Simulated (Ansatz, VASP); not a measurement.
GaN: VASP beside Ansatz

File POSCAR:

```
GaN
1.0
    0.0000000000      2.1352350000      2.1352350000
    2.1352350000      0.0000000000      2.1352350000
    2.1352350000      2.1352350000      0.0000000000
Ga N
1 1
Direct
    0.0000000000      0.0000000000      0.0000000000
    0.5000000000      0.5000000000      0.5000000000
```

Contents of INCAR.step1:

```
SYSTEM = GaN
PREC     = Accurate       ! precision mode
ENCUT    = 520            ! plane-wave cutoff, eV
EDIFF    = 1E-5           ! SCF threshold, eV
ISMEAR   = -1             ! smearing method
SIGMA    = 0.05           ! smearing width, eV
LREAL    = .False.        ! projectors in reciprocal space
LASPH    = .True.         ! aspherical terms in the spheres
NELM     = 60             ! most SCF steps
ALGO     = Normal         ! electronic algorithm
ISIF     = 2              ! what is computed and relaxed
LWAVE    = .True.         ! write WAVECAR
LCHARG   = .False.        ! write CHGCAR
GGA      = PE             ! functional
NBANDS   = 16             ! bands
```

Contents of INCAR.step2:

```
SYSTEM = GaN
PREC     = Accurate       ! precision mode
ENCUT    = 520            ! plane-wave cutoff, eV
EDIFF    = 1E-7           ! SCF threshold, eV
ISMEAR   = -1             ! smearing method
SIGMA    = 0.05           ! smearing width, eV
LREAL    = .False.        ! projectors in reciprocal space
LASPH    = .True.         ! aspherical terms in the spheres
NELM     = 60             ! most SCF steps
ALGO     = Normal         ! electronic algorithm
ISIF     = 2              ! what is computed and relaxed
LWAVE    = .False.        ! write WAVECAR
LCHARG   = .False.        ! write CHGCAR
GGA      = PE             ! functional
LHFCALC  = .True.         ! exact exchange
AEXX     = 0.25           ! exact-exchange fraction
HFSCREEN = 0.15           ! screening, 1/A
PRECFOCK = Normal       
ISTART   = 1            
NBANDS   = 16             ! bands
```

Contents of KPOINTS:

```
regular mesh
0
Gamma
  6 6 6
  0 0 0
```

The input input.yaml:

```yaml
crystal:
  lattice:
    - [0.0, 2.135235, 2.135235]
    - [2.135235, 0.0, 2.135235]
    - [2.135235, 2.135235, 0.0]
  atoms:
    - { symbol: Ga, position: [0.0, 0.0, 0.0] }
    - { symbol: "N", position: [0.5, 0.5, 0.5] }
hamiltonian:
  xc:
    exchange: pbe
    correlation: pbe
    exx: { coeff: 0.25, omega: 0.15 }
  pseudopotentials: { kind: paw }
kpoints:
  mp_grid: { grid: [6, 6, 6] }
scf:
  occupations: { method: fermi_dirac, width: 0.05 }
output:
  forces: true
  stress: true
  eigenvalues: true
  write_density: true
  write_potential: true
  elf: true
  volumetric_format: npy
```

Alike in both runs: task single point; functional PBE-based screened hybrid with a share of 0.25 of exact exchange and HFSCREEN = 0.15; k mesh 6 × 6 × 6; occupations fermi-dirac, width 0.05 eV; no spin polarisation.

|  | VASP | Ansatz |
| --- | --- | --- |
| version | VASP 6.6.1 | Ansatz 0.2.0 |
| potentials or method | VASP PAW PBE potentials, release 64 (Ga_d, N) | Ansatz PAW |
| plane-wave cutoff (eV) | 520 | 420 |
| valence electrons in the cell | 18 | 18 |

Ansatz gave:

| Property | Result |
| --- | --- |
| gap on the k mesh at the Fermi level (eV) | 1.78 |
| least direct gap on the mesh (eV) | 3.78 |
| pressure (GPa) | -10.3 |

Estimate VASP's values.

gap on the k mesh at the Fermi level (eV): 1.77; least direct gap on the mesh (eV): 3.79; pressure (GPa): -9.4.

VASP's potentials were made for PBE, not for PBE-based screened hybrid. With one functional, cell and mesh, what is left measures potentials, basis and numerics.

The k mesh is coarse, so the values compare programs but aren't converged.
